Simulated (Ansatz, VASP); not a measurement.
Ru: VASP beside Ansatz

File INCAR:

```
PREC     = Accurate       # precision mode
ENCUT    = 500            # plane-wave cutoff, eV
EDIFF    = 1E-6           # SCF threshold, eV
ISMEAR   = 0              # smearing method
SIGMA    = 0.1            # smearing width, eV
LREAL    = False          # projectors in reciprocal space
LASPH    = True           # aspherical terms in the spheres
NELM     = 120            # most SCF steps
ALGO     = Normal         # electronic algorithm
ISIF     = 2              # what is computed and relaxed
LWAVE    = False          # write WAVECAR
LCHARG   = False          # write CHGCAR
GGA      = PS             # functional
NBANDS   = 13             # bands
GGA_COMPAT= False
```

KPOINTS

```
Automatic mesh
0
Gamma
  8 8 8
```

File POSCAR:

```
Ru
1.0
    2.4209327485      0.0000000000      0.0000000000
    0.0000000000      2.4209327485      0.0000000000
    0.0000000000      0.0000000000      2.4209327485
Ru
1
Direct
    0.0000000000      0.0000000000      0.0000000000
```

Input for Ansatz:

```yaml
crystal:
  lattice:
    - [2.4209327485, 0.0, 0.0]
    - [0.0, 2.4209327485, 0.0]
    - [0.0, 0.0, 2.4209327485]
  atoms:
    - { symbol: Ru, position: [0.0, 0.0, 0.0] }
basis:
  ecutwfc: 420
kpoints:
  mp_grid: { grid: [8, 8, 8] }
hamiltonian:
  xc: pbesol
scf:
  occupations: { method: gaussian, width: 0.1 }
  lower_state_search: "off"
output:
  forces: true
  stress: true
  eigenvalues: true
```

Alike in both runs: task single point; functional PBEsol; k mesh 8 × 8 × 8; occupations gaussian, width 0.1 eV; no spin polarisation.

```csv
,VASP,Ansatz
version,VASP 6.6.1,Ansatz 0.2.0
potentials or method,"VASP PAW PBE potentials, release 64 (Ru_pv), cutoff 500 eV","scalar-relativistic, plane waves, PAW"
valence electrons in the cell,14,16
```

```csv
,VASP,Ansatz,Ansatz less VASP
gap on the k mesh at the Fermi level (eV),none,none,-
pressure (GPa),21.7,21.3,-0.43
```

VASP's potentials were made for PBE, not for PBEsol. A gap of «none» marks a metal or a gap that the smearing closes. The functional is the same, so the differences come from potentials, cutoffs and numerics. VASP's potentials hold 14 valence electrons a cell and Ansatz's 16, so a difference there can come from the potentials and not from the codes.
